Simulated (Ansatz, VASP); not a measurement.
**InSe in VASP and in Ansatz**

The input INCAR:

```
SYSTEM = InSe
PREC = Accurate
ENCUT = 520
EDIFF = 1E-6
ISMEAR = 0
SIGMA = 0.01
LREAL = .FALSE.
LASPH = .TRUE.
NELM = 100
ALGO = Normal
ISIF = 2
LWAVE = .FALSE.
LCHARG = .FALSE.
NBANDS = 27
```

The input KPOINTS:

```
regular mesh
0
G
  6 6 6
  0 0 0
```

File POSCAR:

```
InSe
1.0
    2.0000000000      1.1547010000      8.4400000000
   -2.0000000000      1.1547010000      8.4400000000
    0.0000000000     -2.3094010000      8.4400000000
In Se
2 2
Direct
    0.0000000000      0.0000000000      0.0000000000
    0.1114000000      0.1114000000      0.1114000000
    0.6165000000      0.6165000000      0.6165000000
    0.8281000000      0.8281000000      0.8281000000
```

Input for Ansatz:

```yaml
crystal:
  lattice:
    - [2.0, 1.154701, 8.44]
    - [-2.0, 1.154701, 8.44]
    - [0.0, -2.309401, 8.44]
  atoms:
    - { symbol: In, position: [0.0, 0.0, 0.0] }
    - { symbol: In, position: [0.1114, 0.1114, 0.1114] }
    - { symbol: Se, position: [0.6165, 0.6165, 0.6165] }
    - { symbol: Se, position: [0.8281, 0.8281, 0.8280999999999998] }
kpoints:
  mp_grid:
    grid: [6, 6, 6]
hamiltonian:
  xc: lda
  pseudopotentials:
    kind: paw
scf:
  occupations:
    method: fixed
output:
  optics:
    de: 0.1
    nscf_kmesh:
      grid: [8, 8, 8]
```

Alike in both runs: task single point; functional LDA; k mesh 6 × 6 × 6; no spin polarisation.

|  | VASP | Ansatz |
| --- | --- | --- |
| version | VASP 6.6.1 | Ansatz 0.2.0 |
| potentials or method | VASP PAW LDA potentials, release 64 (In_d, Se) | plane waves, PAW |
| plane-wave cutoff (eV) | 520 | 420 |
| occupations | gaussian, width 0.01 eV | fixed |
| valence electrons in the cell | 38 | 58 |

|  | VASP | Ansatz | Ansatz less VASP |
| --- | --- | --- | --- |
| gap on the k mesh at the Fermi level (eV) | 0.23 | 0.22 | -0.012 |

LDA's correlation is that of Perdew and Zunger in VASP and of Perdew and Wang (1992) in Ansatz. VASP's potentials hold 38 valence electrons a cell and Ansatz's 58, so a difference there can come from the potentials and not from the codes.
